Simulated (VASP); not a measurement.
# Ba3SbP (Pm-3m) in VASP: settings compared, part 2 of 2

VASP 6.6.1. Earlier steps stand in the parts before.

## Step 5: Single point, LDA

Contents of INCAR:

```
  ALGO = Normal
  EDIFF = 1E-6
  ENCUT = 520
  ISIF = 2
  ISMEAR = -1
  LASPH = True
  LCHARG = True
  LELF = True
  LREAL = False
  LVHAR = True
  LWAVE = False
  NBANDS = 28
  NELM = 100
  PREC = Accurate
  SIGMA = 0.1
```

Contents of KPOINTS:

```
k-points
0
Gamma
  6 6 6
```

Contents of POSCAR:

```
Ba3SbP
1.0
    6.1131770000      0.0000000000      0.0000000000
    0.0000000000      6.1131770000      0.0000000000
    0.0000000000      0.0000000000      6.1131770000
Ba Sb P
3 1 1
Direct
    0.5000000000      0.5000000000      0.0000000000
    0.5000000000      0.0000000000      0.5000000000
    0.0000000000      0.5000000000      0.5000000000
    0.0000000000      0.0000000000      0.0000000000
    0.5000000000      0.5000000000      0.5000000000
```

Potentials or basis: VASP PAW LDA potentials, release 64 (Ba_sv, Sb, P).

Launch:

```bash
$ cat potpaw_LDA.64/Ba_sv/POTCAR potpaw_LDA.64/Sb/POTCAR potpaw_LDA.64/P/POTCAR > POTCAR
$ mpirun -np 1 vasp_std > vasp.out
```

OUTCAR:

```text
EDIFF = 1E-6
   ENCUT = 520
   ISIF = 2
   ISMEAR = -1
   LASPH = True
   LREAL = False
   NELM = 100
   PREC = Accurate

 ion  position               nearest neighbor table
   1  0.500  0.500  0.000-   5 3.06   5 3.06   2 4.32   2 4.32   3 4.32   3 4.32   2 4.32   2 4.32
                             3 4.32   3 4.32
   2  0.500  0.000  0.500-   5 3.06   5 3.06   1 4.32   1 4.32   1 4.32   3 4.32   3 4.32   1 4.32
                             3 4.32   3 4.32
   3  0.000  0.500  0.500-   5 3.06   5 3.06   1 4.32   1 4.32   2 4.32   1 4.32   2 4.32   2 4.32
                             1 4.32   2 4.32
   4  0.000  0.000  0.000-
   5  0.500  0.500  0.500-   1 3.06   2 3.06   3 3.06   1 3.06   2 3.06   3 3.06

  LATTYP: Found a simple cubic cell.
 ALAT       =     6.1131770000

  Lattice vectors:

 A1 = (   6.1131770000,   0.0000000000,   0.0000000000)
 A2 = (   0.0000000000,   6.1131770000,   0.0000000000)
 A3 = (   0.0000000000,   0.0000000000,   6.1131770000)

Analysis of symmetry for initial positions (statically):
=====================================================================
 Subroutine PRICEL returns:
 Original cell was already a primitive cell.

 Routine SETGRP: Setting up the symmetry group for a
[... 173 lines left out ...]
 fundamental gap:      0.1392317688
 Fermi energy:         2.1582713855

 k-point     1 :       0.0000    0.0000    0.0000
  band No.  band energies     occupation
      1     -26.1429      2.00000
      2     -26.0743      2.00000
      3     -26.0743      2.00000
      4     -11.6133      2.00000
      5     -11.6133      2.00000
      6     -11.6133      2.00000
[... 609 lines left out ...]
     27       4.2747      0.00000
     28       5.7256      0.00000

------------------------ aborting loop because EDIFF is reached ----------------------------------------

  FORCE on cell =-STRESS in cart. coord.  units (eV):
  Direction    XX          YY          ZZ          XY          YZ          ZX
  --------------------------------------------------------------------------------------
  -------------------------------------------------------------------------------------
  Total       -2.8823327     -2.8823327     -2.8823327     -0.0000000     -0.0000000      0.0000000
  in kB      -20.2140706    -20.2140706    -20.2140706     -0.0000000     -0.0000000      0.0000000
  external PRESSURE =     -20.2140706 kB  Pullay stress =       0.0000000 kB

 VOLUME and BASIS-vectors are now :
 -----------------------------------------------------------------------------
  energy-cutoff  :      520.00
  volume of cell :      228.46
      direct lattice vectors                 reciprocal lattice vectors
     6.113177000  0.000000000  0.000000000     0.163581064  0.000000000  0.000000000
     0.000000000  6.113177000  0.000000000     0.000000000  0.163581064  0.000000000
     0.000000000  0.000000000  6.113177000     0.000000000  0.000000000  0.163581064

 POSITION                                       TOTAL-FORCE (eV/Angst)
 -----------------------------------------------------------------------------------
      3.05659      3.05659      0.00000         0.000000      0.000000      0.000000
      3.05659      0.00000      3.05659         0.000000      0.000000      0.000000
      0.00000      3.05659      3.05659         0.000000      0.000000      0.000000
      0.00000      0.00000      0.00000         0.000000      0.000000      0.000000
      3.05659      3.05659      3.05659         0.000000      0.000000      0.000000
 -----------------------------------------------------------------------------------
    total drift:                                0.000000      0.000000     -0.000000

  FREE ENERGIE OF THE ION-ELECTRON SYSTEM (eV)
  ---------------------------------------------------
  free  energy   TOTEN  =       -21.5206074173 eV

  energy  without entropy=      -21.5133819934  energy(sigma->0) =      -21.51699471
```

Wall time 62 s (1 thread of Intel Xeon 6975P-C (Granite Rapids), shared host); peak memory 0.33 GiB.

What came out:

```
Free energy            : -21.5206 eV
Pressure               : -2.0 GPa
Band gap on the k mesh : 0.14 eV, direct
```

Levels at points of the mesh, in eV from the valence-band top:
| k point | band 17 | band 18 | band 19 | band 20 | band 21 | band 22 | band 23 | band 24 |
| --- | --- | --- | --- | --- | --- | --- | --- | --- |
| (0.00, 0.00, 0.00) | -0.55 | 0.00 | 0.00 | 0.00 | 0.14 | 0.41 | 0.41 | 0.49 |
| (0.50, 0.00, 0.00) | -0.75 | -0.75 | -0.64 | -0.64 | 0.76 | 1.27 | 1.40 | 2.03 |
| (0.50, 0.50, 0.00) | -1.11 | -1.11 | -0.96 | -0.93 | 1.79 | 1.79 | 1.90 | 2.10 |
| (0.50, 0.50, 0.50) | -2.54 | -0.76 | -0.76 | -0.76 | 1.53 | 1.53 | 1.53 | 1.63 |

Caveat: spin-orbit coupling is left out, which moves the levels of the heavy elements.

## Step 6: Single point, LDA

Contents of INCAR:

```
ALGO     = Normal         # electronic algorithm
EDIFF    = 1E-6           # SCF threshold, eV
ENCUT    = 520            # plane-wave cutoff, eV
ISIF     = 2              # what is computed and relaxed
ISMEAR   = -1             # smearing method
LASPH    = T              # aspherical terms in the spheres
LCHARG   = F              # write CHGCAR
LREAL    = F              # projectors in reciprocal space
LWAVE    = F              # write WAVECAR
NBANDS   = 28             # bands
NELM     = 60             # most SCF steps
PREC     = Accurate       # precision mode
SIGMA    = 0.1            # smearing width, eV
```

Contents of KPOINTS:

```
k-points
0
Gamma
  7 7 7
```

POSCAR is that of step 5.

Potentials or basis: VASP PAW LDA potentials, release 64 (Ba_sv, Sb, P).

Launch:

```bash
$ cat potpaw_LDA.64/Ba_sv/POTCAR potpaw_LDA.64/Sb/POTCAR potpaw_LDA.64/P/POTCAR > POTCAR
$ mpirun -np 1 vasp_std > vasp.out
```

OUTCAR:

```text
EDIFF = 1E-6
   ENCUT = 520
   ISIF = 2
   ISMEAR = -1
   LASPH = T
   LREAL = F
   NELM = 60
   PREC = Accurate

 ion  position               nearest neighbor table
   1  0.500  0.500  0.000-   5 3.06   5 3.06   2 4.32   2 4.32   3 4.32   3 4.32   2 4.32   2 4.32
                             3 4.32   3 4.32
   2  0.500  0.000  0.500-   5 3.06   5 3.06   1 4.32   1 4.32   1 4.32   3 4.32   3 4.32   1 4.32
                             3 4.32   3 4.32
   3  0.000  0.500  0.500-   5 3.06   5 3.06   1 4.32   1 4.32   2 4.32   1 4.32   2 4.32   2 4.32
                             1 4.32   2 4.32
   4  0.000  0.000  0.000-
   5  0.500  0.500  0.500-   1 3.06   2 3.06   3 3.06   1 3.06   2 3.06   3 3.06

  LATTYP: Found a simple cubic cell.
 ALAT       =     6.1131770000

  Lattice vectors:

 A1 = (   6.1131770000,   0.0000000000,   0.0000000000)
 A2 = (   0.0000000000,   6.1131770000,   0.0000000000)
 A3 = (   0.0000000000,   0.0000000000,   6.1131770000)

Analysis of symmetry for initial positions (statically):
=====================================================================
[... 174 lines left out ...]

 val. band max:        2.0394766428   @ k =   0.0000   0.0000   0.0000
 cond. band min:       2.1787798846   @ k =   0.0000   0.0000   0.0000
 fundamental gap:      0.1393032418
 Fermi energy:         2.1569144145

 k-point     1 :       0.0000    0.0000    0.0000
  band No.  band energies     occupation
      1     -26.1428      2.00000
      2     -26.0743      2.00000
      3     -26.0743      2.00000
      4     -11.6132      2.00000
      5     -11.6132      2.00000
      6     -11.6132      2.00000
[... 609 lines left out ...]
     27       4.3668      0.00000
     28       5.6925      0.00000

------------------------ aborting loop because EDIFF is reached ----------------------------------------

  FORCE on cell =-STRESS in cart. coord.  units (eV):
  Direction    XX          YY          ZZ          XY          YZ          ZX
  --------------------------------------------------------------------------------------
  -------------------------------------------------------------------------------------
  Total       -2.8773951     -2.8773951     -2.8773951     -0.0000000     -0.0000000     -0.0000000
  in kB      -20.1794431    -20.1794431    -20.1794431     -0.0000000     -0.0000000     -0.0000000
  external PRESSURE =     -20.1794431 kB  Pullay stress =       0.0000000 kB

 VOLUME and BASIS-vectors are now :
 -----------------------------------------------------------------------------
  energy-cutoff  :      520.00
  volume of cell :      228.46
      direct lattice vectors                 reciprocal lattice vectors
     6.113177000  0.000000000  0.000000000     0.163581064  0.000000000  0.000000000
     0.000000000  6.113177000  0.000000000     0.000000000  0.163581064  0.000000000
     0.000000000  0.000000000  6.113177000     0.000000000  0.000000000  0.163581064

 POSITION                                       TOTAL-FORCE (eV/Angst)
 -----------------------------------------------------------------------------------
      3.05659      3.05659      0.00000         0.000000      0.000000      0.000000
      3.05659      0.00000      3.05659         0.000000      0.000000      0.000000
      0.00000      3.05659      3.05659         0.000000      0.000000      0.000000
      0.00000      0.00000      0.00000         0.000000      0.000000      0.000000
      3.05659      3.05659      3.05659         0.000000      0.000000      0.000000
 -----------------------------------------------------------------------------------
    total drift:                                0.000000      0.000000     -0.000000

  FREE ENERGIE OF THE ION-ELECTRON SYSTEM (eV)
  ---------------------------------------------------
  free  energy   TOTEN  =       -21.5210853832 eV

  energy  without entropy=      -21.5145348670  energy(sigma->0) =      -21.51781013
```

Wall time 52 s (1 thread of Intel Xeon 6975P-C (Granite Rapids), shared host); peak memory 0.33 GiB.

What came out:

```
Free energy            : -21.5211 eV
Pressure               : -2.0 GPa
Band gap on the k mesh : 0.14 eV, direct
```

Caveat: spin-orbit coupling is left out, which moves the levels of the heavy elements. A k mesh can miss the band edges.

## Step 7: Single point, PBE

Contents of INCAR:

```
SYSTEM = Ba3SbP
  ALGO = Normal
  EDIFF = 1E-6
  ENCUT = 500
  GGA = PE
  GGA_COMPAT = .FALSE.
  ISIF = 2
  ISMEAR = -1
  LASPH = .TRUE.
  LCHARG = .FALSE.
  LREAL = .FALSE.
  LWAVE = .FALSE.
  NBANDS = 33
  NELM = 120
  PREC = Accurate
  SIGMA = 0.1
```

Contents of KPOINTS:

```
k-points
0
G
  4 4 4
  0 0 0
```

POSCAR is that of step 6.

Potentials or basis: VASP PAW PBE potentials, release 64 (Ba_sv, Sb_d_GW, P).

Launch:

```bash
$ cat potpaw_PBE.64/Ba_sv/POTCAR potpaw_PBE.64/Sb_d_GW/POTCAR potpaw_PBE.64/P/POTCAR > POTCAR
$ mpirun -np 1 vasp_std > vasp.out
```

OUTCAR:

```text
SYSTEM = Ba3SbP
   EDIFF = 1E-6
   ENCUT = 500
   GGA = PE
   ISIF = 2
   ISMEAR = -1
   LASPH = .TRUE.
   LREAL = .FALSE.
   NELM = 120
   PREC = Accurate

 ion  position               nearest neighbor table
   1  0.500  0.500  0.000-   5 3.06   5 3.06   2 4.32   2 4.32   3 4.32   3 4.32   2 4.32   2 4.32
                             3 4.32   3 4.32
   2  0.500  0.000  0.500-   5 3.06   5 3.06   1 4.32   1 4.32   1 4.32   3 4.32   3 4.32   1 4.32
                             3 4.32   3 4.32
[... 551 lines left out ...]
  -------------------------------------------------------------------------------------
  Total       -0.1241435     -0.1241435     -0.1241435     -0.0000000     -0.0000000     -0.0000000
  in kB       -0.8706299     -0.8706299     -0.8706299     -0.0000000     -0.0000000     -0.0000000
  external PRESSURE =      -0.8706299 kB  Pullay stress =       0.0000000 kB

 VOLUME and BASIS-vectors are now :
 -----------------------------------------------------------------------------
  energy-cutoff  :      500.00
  volume of cell :      228.46
      direct lattice vectors                 reciprocal lattice vectors
     6.113177000  0.000000000  0.000000000     0.163581064  0.000000000  0.000000000
     0.000000000  6.113177000  0.000000000     0.000000000  0.163581064  0.000000000
     0.000000000  0.000000000  6.113177000     0.000000000  0.000000000  0.163581064

 POSITION                                       TOTAL-FORCE (eV/Angst)
 -----------------------------------------------------------------------------------
      3.05659      3.05659      0.00000         0.000000      0.000000      0.000000
      3.05659      0.00000      3.05659         0.000000      0.000000      0.000000
      0.00000      3.05659      3.05659         0.000000      0.000000      0.000000
      0.00000      0.00000      0.00000         0.000000      0.000000      0.000000
      3.05659      3.05659      3.05659         0.000000      0.000000      0.000000
 -----------------------------------------------------------------------------------
    total drift:                                0.000000      0.000000     -0.000000

  FREE ENERGIE OF THE ION-ELECTRON SYSTEM (eV)
  ---------------------------------------------------
  free  energy   TOTEN  =       -19.4803005902 eV

  energy  without entropy=      -19.4706177586  energy(sigma->0) =      -19.47545917
```

stdout:

```text
POSCAR found type information on POSCAR BaSbP
 POSCAR found :  3 types and       5 ions
 scaLAPACK will be used
 LDA part: xc-table for (Slater+PW92), standard interpolation
 POSCAR, INCAR and KPOINTS ok, starting setup
 FFT: planning ... GRIDC
 FFT: planning ... GRID_SOFT
 FFT: planning ... GRID
 WAVECAR not read
 entering main loop
```

It took 48 s on 1 thread of Intel Xeon 6975P-C (Granite Rapids), shared host; peak memory 0.37 GiB.

What came out:

```yaml
Free_energy: -19.4803 eV
Pressure: -0.1 GPa
Band_gap_on_the_k_mesh: 0.29 eV, direct
```

Caveat: spin-orbit coupling is left out, which moves the levels of the heavy elements.

## Step 8: The runs side by side

```csv
level,potentials or basis,k mesh,cutoff (eV),second run,gap on the mesh (eV),pressure (GPa)
PBE,"VASP PAW PBE potentials, release 64 (Ba_sv, Sb, P)",4 × 4 × 4,520,-,0.29,-0.1
LDA,"VASP PAW LDA potentials, release 64 (Ba_sv, Sb, P)",5 × 5 × 5,520,-,0.14,-2.0
LDA,"VASP PAW LDA potentials, release 64 (Ba_sv, Sb, P)",6 × 6 × 6,520,-,0.14,-2.0
LDA,"VASP PAW LDA potentials, release 64 (Ba_sv, Sb, P)",7 × 7 × 7,520,-,0.14,-2.0
PBE,"VASP PAW PBE potentials, release 64 (Ba_sv, Sb_d_GW, P)",4 × 4 × 4,500,valence_matched,0.29,-0.1
```

Alike in all rows: task single point; no spin polarisation; cell as given; smearing fermi-dirac 0.1 eV.

Caveats: spin-orbit coupling is left out, which moves the levels of the heavy elements.

Absolute energies hang on the potentials; compare differences alone.
